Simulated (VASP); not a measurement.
# HgTe (F-43m) in VASP: notebook

Runs on HgTe. Level: PBEsol. Tasks: relaxation of cell and atoms.

All numbers are computed with VASP 6.6.1; they aren't measurements. Logs are shortened: lines on timing, memory, paths and dates and some standing lists are left out, and cuts for length are marked.

### Step 1. The cell of the first run

The structure is cubic, space group F-43m (No. 216). The conventional cell has a = 6.509 Å, b = 6.509 Å, c = 6.509 Å, α = 90.00°, β = 90.00°, γ = 90.00°. Within 3.7 Å of Hg (site symmetry -43m) lie 4 Te at 2.82 Å. Within 3.7 Å of Te (site symmetry -43m) lie 4 Hg at 2.82 Å.

### Step 2. Relaxation of cell and atoms, PBEsol

File INCAR:

```
PREC = Accurate ; ENCUT = 600
EDIFF = 1E-7 ; ISMEAR = -1
SIGMA = 0.15 ; LREAL = F
LASPH = T ; NELM = 100
ALGO = Normal ; ISIF = 3
LWAVE = F ; LCHARG = F
GGA = PS ; IBRION = 2
NSW = 80 ; EDIFFG = -0.001
```

File KPOINTS:

```
Automatic mesh
0
Gamma
  12 12 12
```

File POSCAR:

```
HgTe
1.0
    0.0000000000      3.2547153907      3.2547153907
    3.2547153907      0.0000000000      3.2547153907
    3.2547153907      3.2547153907      0.0000000000
Hg Te
1 1
Direct
    0.0000000000      0.0000000000      0.0000000000
    0.2500000000      0.2500000000      0.2500000000
```

Potentials or basis: VASP PAW PBE potentials, release 64 (Hg, Te).

Run with:

```
$ cat potpaw_PBE.64/Hg/POTCAR potpaw_PBE.64/Te/POTCAR > POTCAR
$ mpirun -np 1 vasp_std > vasp.out
```

OUTCAR:

```text
PREC = Accurate
   ENCUT = 600
   EDIFF = 1E-7
   ISMEAR = -1
   LREAL = F
   LASPH = T
   NELM = 100
   ISIF = 3
   GGA = PS
   IBRION = 2
   NSW = 80
   EDIFFG = -0.001

 ion  position               nearest neighbor table
   1  0.000  0.000  0.000-   2 2.82   2 2.82   2 2.82   2 2.82
   2  0.250  0.250  0.250-   1 2.82   1 2.82   1 2.82   1 2.82

  LATTYP: Found a face centered cubic cell.
 ALAT       =     6.5094307814

  Lattice vectors:

 A1 = (   0.0000000000,   3.2547153907,   3.2547153907)
 A2 = (   3.2547153907,   0.0000000000,   3.2547153907)
 A3 = (   3.2547153907,   3.2547153907,   0.0000000000)

Analysis of symmetry for initial positions (statically):
=====================================================================
 Subroutine PRICEL returns:
 Original cell was already a primitive cell.

 Routine SETGRP: Setting up the symmetry group for a
 face centered cubic supercell.

 Subroutine GETGRP returns: Found 24 space group operations
 (whereof 24 operations were pure point group operations)
 out of a pool of 48 trial point group operations.

The static configuration has the point symmetry T_d .

Analysis of symmetry for dynamics (positions and initial velocities):
=====================================================================
 Subroutine PRICEL returns:
 Original cell was already a primitive cell.

 Routine SETGRP: Setting up the symmetry group for a
 face centered cubic supercell.

 Subroutine GETGRP returns: Found 24 space group operations
 (whereof 24 operations were pure point group operations)
 out of a pool of 48 trial point group operations.

The dynamic configuration has the point symmetry T_d .

 Subroutine INISYM returns: Found 24 space group operations
 (whereof 24 operations are pure point group operations),
 and found     1 'primitive' translations

----------------------------------------------------------------------------------------

                                     Primitive cell

  volume of cell :      68.9555

  direct lattice vectors                    reciprocal lattice vectors
     0.000000000  3.254715391  3.254715391    -0.153623263  0.153623263  0.153623263
     3.254715391  0.000000000  3.254715391     0.153623263 -0.153623263  0.153623263
     3.254715391  3.254715391  0.000000000     0.153623263  0.153623263 -0.153623263

  length of vectors
[... 95 lines left out ...]
   EMIN   =  10.00;   EMAX   =-10.00  energy-range for DOS
   EFERMI =   0.00;   METHOD = LEGACY
   ISMEAR =    -1;   SIGMA  =   0.15  broadening in eV -4-tet -1-fermi 0-gaus
   EFERMI_NEDOS =   21; number of points for ismear=-14 and -15
   IALGO  =     38    algorithm
   IMIX   =      4    mixing-type and parameters
     AMIX     =   0.40;   BMIX     =  1.00
     AMIX_MAG =   1.60;   BMIX_MAG =  1.00
  volume/ion in A,a.u.               =      34.48       232.67
  Fermi-wavevector in a.u.,A,eV,Ry     =   1.046267  1.977158 14.893961  1.094675
  Thomas-Fermi vector in A             =   2.181098
   LORBIT       =      0    0 simple, 1 ext, 2 COOP (PROOUT), +10 PAW based schemes
   GGA     = PS    functional components
   LHFCALC =     F    Hartree Fock is set to
   AEXX    =    0.0000 exact exchange contribution
   IVDW    =     0    specifies the selected vdW correction
   LEPSILON=     F    determine dielectric tensor
   LRPA    =     F    only Hartree local field effects (RPA)
 conjugate gradient relaxation of ions
 non-spin polarized calculation
  energy-cutoff  :      600.00
  volume of cell :       68.96
 maximum number of plane-waves:      2332
 NGX is ok and might be reduce to    40
   NGX = 19   NGY = 19   NGZ = 19

--------------------------------------- Ionic step        1  -------------------------------------------

 number of electron      17.9999999 magnetization

 Free energy of the ion-electron system (eV)
  ---------------------------------------------------
  ext. energy  EPLUGINS =         0.00000000
  ---------------------------------------------------
  free energy    TOTEN  =        -4.37950669 eV

  energy without entropy =       -4.37146609  energy(sigma->0) =       -4.37548639

------------------------ aborting loop because EDIFF is reached ----------------------------------------

  FORCE on cell =-STRESS in cart. coord.  units (eV):
  Direction    XX          YY          ZZ          XY          YZ          ZX
  --------------------------------------------------------------------------------------
  -------------------------------------------------------------------------------------
  Total        0.0639659      0.0639659      0.0639659      0.0000000      0.0000000     -0.0000000
  in kB        1.4862434      1.4862434      1.4862434      0.0000000      0.0000000     -0.0000000
  external PRESSURE =       1.4862434 kB  Pullay stress =       0.0000000 kB
[... 59 lines left out ...]
--------------------------------------- Ionic step        3  -------------------------------------------

 number of electron      17.9999998 magnetization

 Free energy of the ion-electron system (eV)
  ---------------------------------------------------
  ext. energy  EPLUGINS =         0.00000000
  ---------------------------------------------------
  free energy    TOTEN  =        -4.37962376 eV

  energy without entropy =       -4.37147599  energy(sigma->0) =       -4.37554987

 E-fermi :   2.9449     XC(G=0):  -8.8255

 val. band max:        2.6930091847   @ k =   0.0000   0.0000   0.0000
 cond. band min:       3.0796928366   @ k =   0.0833   0.0000   0.0000
 fundamental gap:      0.3866836519
 Fermi energy:         2.9449356854

 k-point     1 :       0.0000    0.0000    0.0000
  band No.  band energies     occupation
      1      -9.1559      2.00000
      2      -4.5088      2.00000
      3      -4.5088      2.00000
      4      -4.5088      2.00000
      5      -4.0023      2.00000
      6      -4.0023      2.00000
      7       1.8316      1.99881
      8       2.6930      1.68568
      9       2.6930      1.68568
     10       2.6930      1.68568
     11       6.9190      0.00000
     12       6.9190      0.00000
     13       6.9190      0.00000
[... 354 lines left out ...]
  band No.  band energies     occupation
      1      -8.5535      2.00000
      2      -4.3691      2.00000
      3      -4.3468      2.00000
      4      -4.0185      2.00000
      5      -3.9919      2.00000
      6      -3.6987      2.00000
      7      -2.5477      2.00000
      8       0.6050      2.00000
      9       1.5113      1.99986
     10       4.4345      0.00010
     11       7.2162      0.00000
     12       8.2525      0.00000
     13       9.2727      0.00000

 [... further k-points ...]
[... 5 lines left out ...]
  --------------------------------------------------------------------------------------
  -------------------------------------------------------------------------------------
  Total       -0.0015811     -0.0015811     -0.0015811      0.0000000      0.0000000      0.0000000
  in kB       -0.0366023     -0.0366023     -0.0366023      0.0000000      0.0000000      0.0000000
  external PRESSURE =      -0.0366023 kB  Pullay stress =       0.0000000 kB
[... 17 lines left out ...]
  FREE ENERGIE OF THE ION-ELECTRON SYSTEM (eV)
  ---------------------------------------------------
  free  energy   TOTEN  =        -4.3796237608 eV

  energy  without entropy=       -4.3714759869  energy(sigma->0) =       -4.37554987

 reached required accuracy - stopping structural energy minimisation
```

CONTCAR:

```text
HgTe
   1.00000000000000
     0.0000000000000000    3.2586679873894360    3.2586679873894360
     3.2586679873894360    0.0000000000000000    3.2586679873894360
     3.2586679873894360    3.2586679873894360    0.0000000000000000
  Hg              Te
     1     1
Direct
     0.0000000000000000    0.0000000000000000    0.0000000000000000
     0.2500000000000000    0.2500000000000000    0.2500000000000000

  0.00000000E+00  0.00000000E+00  0.00000000E+00
  0.00000000E+00  0.00000000E+00  0.00000000E+00
```

It took 2.5 min on 1 thread of AMD EPYC 7R43 (Zen 3), shared host; peak memory 0.26 GiB.

Results:

```yaml
Free_energy: -4.3796 eV
Relaxed_volume: 34.60 Å³/atom
Relaxed_cell: a = 4.608 Å, b = 4.608 Å, c = 4.608 Å, α = 60.00°, β = 60.00°, γ = 60.00°
Space_group_after_relaxing_to_0.05_Å: F-43m (No. 216)
Energy_gained_by_relaxing: 0.1 meV/atom
Ionic_steps: 3
Pressure_after_relaxing: 0.0 GPa
Band_gap_on_the_k_mesh: zero (filled and empty bands touch)
```

Step by step:
```csv
step,energy change (eV),largest force (eV/Å),pressure (GPa),volume (Å³)
1,0.0000,0.0000,0.15,68.96
2,-0.0001,0.0000,-0.04,69.28
3,-0.0001,0.0000,0.00,69.21
```

Final structure:
```
Hg Te
1.0
     0.00000    3.25867    3.25867
     3.25867    0.00000    3.25867
     3.25867    3.25867    0.00000
Hg Te
1 1
Cartesian
  0.0000 0.0000 0.0000
  1.6293 1.6293 1.6293
```

Caveat: the PAW data sets were made with another functional, which shifts forces and pressure a little; spin-orbit coupling is left out, which moves the levels of the heavy elements. Zero-point motion and thermal expansion aren't in these numbers.

### Step 3. Relaxation of cell and atoms, PBEsol

This run uses another cell than the first one, of 33.22 Å³/atom, 0.963 times its volume.

File INCAR:

```
PREC = Accurate
ENCUT = 600
EDIFF = 1E-6
ISMEAR = 0
SIGMA = 0.1
LREAL = False
LASPH = True
NELM = 60
ALGO = Normal
ISIF = 3
LWAVE = False
LCHARG = False
GGA = PS
IBRION = 2
NSW = 100
EDIFFG = -0.005
```

File KPOINTS:

```
regular mesh
0
Gamma
  12 12 12
```

File POSCAR:

```
HgTe
1.0
    0.0000000000      3.2145000000      3.2145000000
    3.2145000000      0.0000000000      3.2145000000
    3.2145000000      3.2145000000      0.0000000000
Hg Te
1 1
Direct
    0.0000000000      0.0000000000      0.0000000000
    0.2500000000      0.2500000000      0.2500000000
```

Potentials or basis: VASP PAW PBE potentials, release 64 (Hg, Te).

Run with:

```
$ cat potpaw_PBE.64/Hg/POTCAR potpaw_PBE.64/Te/POTCAR > POTCAR
$ mpirun -np 1 vasp_std > vasp.out
```

OUTCAR:

```text
PREC = Accurate
   ENCUT = 600
   EDIFF = 1E-6
   ISMEAR = 0
   LREAL = False
   LASPH = True
   NELM = 60
   ISIF = 3
   GGA = PS
   IBRION = 2
   NSW = 100
   EDIFFG = -0.005

 ion  position               nearest neighbor table
   1  0.000  0.000  0.000-   2 2.78   2 2.78   2 2.78   2 2.78
   2  0.250  0.250  0.250-   1 2.78   1 2.78   1 2.78   1 2.78

  LATTYP: Found a face centered cubic cell.
 ALAT       =     6.4290000000

  Lattice vectors:

 A1 = (   0.0000000000,   3.2145000000,   3.2145000000)
 A2 = (   3.2145000000,   0.0000000000,   3.2145000000)
 A3 = (   3.2145000000,   3.2145000000,   0.0000000000)

Analysis of symmetry for initial positions (statically):
=====================================================================
 Subroutine PRICEL returns:
[... 258 lines left out ...]
 fundamental gap:      0.3870814309
 Fermi energy:         2.7655388340

 k-point     1 :       0.0000    0.0000    0.0000
  band No.  band energies     occupation
      1      -9.1521      2.00000
      2      -4.5059      2.00000
      3      -4.5059      2.00000
      4      -4.5059      2.00000
      5      -3.9989      2.00000
      6      -3.9989      2.00000
      7       1.8406      2.00000
      8       2.7013      1.63628
      9       2.7013      1.63628
     10       2.7013      1.63628
     11       6.9251      0.00000
     12       6.9251      0.00000
     13       6.9251      0.00000
[... 354 lines left out ...]
  band No.  band energies     occupation
      1      -8.5486      2.00000
      2      -4.3661      2.00000
      3      -4.3437      2.00000
      4      -4.0151      2.00000
      5      -3.9885      2.00000
      6      -3.6947      2.00000
      7      -2.5441      2.00000
      8       0.6105      2.00000
      9       1.5178      2.00000
     10       4.4430      0.00000
     11       7.2227      0.00000
     12       8.2596      0.00000
     13       9.2825      0.00000

 [... further k-points ...]
[... 5 lines left out ...]
  --------------------------------------------------------------------------------------
  -------------------------------------------------------------------------------------
  Total        0.0000609      0.0000609      0.0000609      0.0000000      0.0000000     -0.0000000
  in kB        0.0014099      0.0014099      0.0014099      0.0000000      0.0000000     -0.0000000
  external PRESSURE =       0.0014099 kB  Pullay stress =       0.0000000 kB
[... 17 lines left out ...]
  FREE ENERGIE OF THE ION-ELECTRON SYSTEM (eV)
  ---------------------------------------------------
  free  energy   TOTEN  =        -4.3770668319 eV

  energy  without entropy=       -4.3769102016  energy(sigma->0) =       -4.37698852

 reached required accuracy - stopping structural energy minimisation
```

Run time: 99 s. Hardware: 1 thread of AMD EPYC 7R13 (Zen 3), shared host; peak memory 0.25 GiB.

What came out:

* Free energy: -4.3771 eV
* Relaxed volume: 34.58 Å³/atom
* Relaxed cell: a = 4.607 Å, b = 4.607 Å, c = 4.607 Å, α = 60.00°, β = 60.00°, γ = 60.00°
* Space group after relaxing (to 0.05 Å): F-43m (No. 216)
* Energy gained by relaxing: 7.7 meV/atom
* Ionic steps: 3
* Pressure after relaxing: 0.0 GPa
* Band gap on the k mesh: zero (filled and empty bands touch)

Step by step:
```
step  energy change (eV)  largest force (eV/Å)  pressure (GPa)  volume (Å³)
   1              0.0000                0.0000            1.88        66.43
   2             -0.0132                0.0000           -0.63        70.25
   3             -0.0154                0.0000            0.00        69.16
```

Final structure:
```
CELL_PARAMETERS angstrom
0.00000 3.25793 3.25793
3.25793 0.00000 3.25793
3.25793 3.25793 0.00000
ATOMIC_POSITIONS crystal
Hg 0.00000 0.00000 0.00000
Te 0.25000 0.25000 0.25000
```

Levels at points of the mesh, in eV from the Fermi level:
| k point | band 5 | band 6 | band 7 | band 8 | band 9 | band 10 | band 11 | band 12 | band 13 |
| --- | --- | --- | --- | --- | --- | --- | --- | --- | --- |
| (0.00, 0.00, 0.00) | -6.76 | -6.76 | -0.92 | -0.06 | -0.06 | -0.06 | 4.16 | 4.16 | 4.16 |
| (0.50, 0.00, 0.00) | -6.74 | -6.48 | -5.44 | -1.01 | -1.01 | 0.57 | 4.94 | 4.94 | 6.67 |
| (0.50, 0.50, 0.00) | -6.70 | -6.34 | -5.40 | -2.26 | -2.26 | 1.79 | 2.38 | 7.95 | 8.65 |

Caveat: the PAW data sets were made with another functional, which shifts forces and pressure a little; spin-orbit coupling is left out, which moves the levels of the heavy elements. Zero-point motion and thermal expansion aren't in these numbers.
